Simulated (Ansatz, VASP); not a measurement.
One calculation of Li3Sb2Pt3, two programs

```xyz
8
Lattice="4.6580 2.6893 4.0873 -4.6580 2.6893 4.0873 0.0000 -5.3786 4.0873" Properties=species:S:1:pos:R:3 pbc="T T T"
Li    0.0000    2.6893    4.0873
Li   -2.3290   -1.3447    4.0873
Li    2.3290   -1.3447    4.0873
Sb    0.0000    0.0000    8.6047
Sb    0.0000    0.0000    3.6574
Pt    0.0000    0.0000    6.1310
Pt    0.0000    0.0000    1.2100
Pt    0.0000    0.0000   11.0520
```

Alike in both runs: functional PBE; k mesh 6 × 6 × 6; occupations gaussian, width 0.1 eV; no spin polarisation.

Ansatz relaxed the structure, and its values are those at the end. VASP's run is a single point on that final structure, the one shown.

|  | VASP | Ansatz |
| --- | --- | --- |
| version | VASP 6.6.1 | Ansatz 0.2.0 |
| potentials or method | VASP PAW PBE potentials, release 64 (Li_sv, Sb, Pt), cutoff 520 eV | scalar-relativistic, plane waves, PAW |
| valence electrons in the cell | 49 | 93 |

```csv
,VASP,Ansatz,Ansatz less VASP
gap on the k mesh at the Fermi level (eV),none,none,-
rms of the force components (eV/Å),0.004,0.000,-0.0033
```

A gap of «none» marks a metal or a gap that the smearing closes. VASP's potentials hold 49 valence electrons a cell and Ansatz's 93, so a difference there can come from the potentials and not from the codes.

Neither program's run includes spin-orbit coupling. Noted on VASP's run: the cutoff is under 1.25 times that of the potentials, so the pressure is a little rough.
